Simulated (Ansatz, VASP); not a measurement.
**One calculation of SiC, two programs**

```
Si C
1.0
     2.17841    2.17841    0.00000
    -2.17841    2.17841    0.00000
     0.00000    2.17841    2.17841
Si C
1 1
Cartesian
  0.0000 0.0000 0.0000
  1.0892 3.2676 1.0892
```

Alike in both runs: task single point; functional PBEsol; k mesh 10 × 10 × 10; no spin polarisation.

```csv
,VASP,Ansatz
version,VASP 6.6.1,Ansatz 0.2.0
potentials or method,"VASP PAW PBE potentials, release 64 (Si, C), cutoff 600 eV","all-electron LAPW, scalar-relativistic"
occupations,"gaussian, width 0.01 eV",fixed
```

Ansatz gave:

- gap on the k mesh at the Fermi level (eV): 1.24
- pressure (GPa): -0.1

Task: Which values does VASP return?

Result: gap on the k mesh at the Fermi level (eV): 1.23; pressure (GPa): 0.2.

VASP's potentials were made for PBE, not for PBEsol. Ansatz ran all-electron here, and VASP with PAW potentials.
